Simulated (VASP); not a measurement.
Crystal: Rb2BaO2.

```
Rb Ba O
1.0
     4.82650    0.00000    0.00000
    -2.41325    4.17988    0.00000
     0.00000    0.00000    7.99996
Rb Ba O
2 1 2
Direct
  0.66667 0.33333 0.38357
  0.33333 0.66667 0.61643
  0.00000 0.00000 0.00000
  0.66667 0.33333 0.77690
  0.33333 0.66667 0.22310
```

| Item | Value |
| --- | --- |
| Program | VASP 6.6.1 |
| Task | relaxation of cell and atoms |
| Functional | PBEsol |
| Potentials or basis | VASP PAW PBE potentials, release 64 (Rb_sv, Ba_sv, O) |
| Cutoff | 600 eV |
| k mesh | 6 × 6 × 4 |
| Occupations | fermi-dirac, width 0.03 eV |
| Spin | no spin polarisation |

At the start: pressure -7.1 GPa; volume 32.28 Å³/atom.

Problem. How do energy, volume and symmetry change on relaxing?

Solution. Over 33 steps the energy falls by 409.1 meV/atom and the volume is 26.11 Å³/atom (-19.1 %); space group P-3m1 (No. 164, to 0.1 Å) before and after.

The path:
```tsv
step	energy change (eV)	largest force (eV/Å)	pressure (GPa)	volume (Å³)
1	0.0000	0.6688	-7.06	161.39
2	-1.2577	0.7217	-4.54	130.37
3	-1.5571	0.7079	-0.42	115.01
4	-1.5618	0.6999	0.66	112.38
5	-1.5622	0.7028	0.29	113.25
6	-1.6562	0.5390	0.43	112.75
7	-1.8125	0.3226	1.65	111.22
8	-1.8258	0.2460	2.40	110.62
9	-1.8988	0.0913	0.11	116.63
10	-1.9060	0.0451	-0.82	119.70
11	-1.9426	0.0772	-0.68	120.45
12	-2.0045	0.2400	-0.16	122.14
13	-2.0057	0.3028	-0.02	122.43
14	-2.0281	0.1056	0.33	122.91
15	-2.0288	0.0702	0.42	123.00
16	-2.0319	0.0901	-0.37	125.84
17	-2.0324	0.0846	-0.16	125.07
18	-2.0355	0.0683	-0.05	125.32
19	-2.0362	0.0677	0.04	125.53
20	-2.0378	0.0157	0.00	126.00
21	-2.0384	0.0434	-0.03	126.49
22	-2.0399	0.0373	0.05	126.64
23	-2.0420	0.0340	0.30	127.06
24	-2.0429	0.0291	0.18	127.68
25	-2.0436	0.0433	0.03	128.56
26	-2.0437	0.0486	-0.03	128.88
27	-2.0440	0.0395	-0.03	129.05
28	-2.0446	0.0314	-0.03	129.50
29	-2.0446	0.0744	-0.01	130.41
30	-2.0448	0.0519	-0.01	129.93
31	-2.0452	0.0304	0.01	130.07
32	-2.0454	0.0066	0.04	130.25
33	-2.0455	0.0096	-0.03	130.55
```

Final structure:
```
Rb Ba O
1.0
     4.01250    0.00000    0.00000
    -2.00625    3.47493    0.00000
     0.00000    0.00000    9.36329
Rb Ba O
2 1 2
Direct
  0.66667 0.33333 0.31128
  0.33333 0.66667 0.68872
  0.00000 0.00000 0.00000
  0.66667 0.33333 0.83588
  0.33333 0.66667 0.16412
```

Caveat: the volume moved by over 15 % at a fixed basis, so the end points are rough; the PAW data sets were made with another functional, which shifts forces and pressure a little.
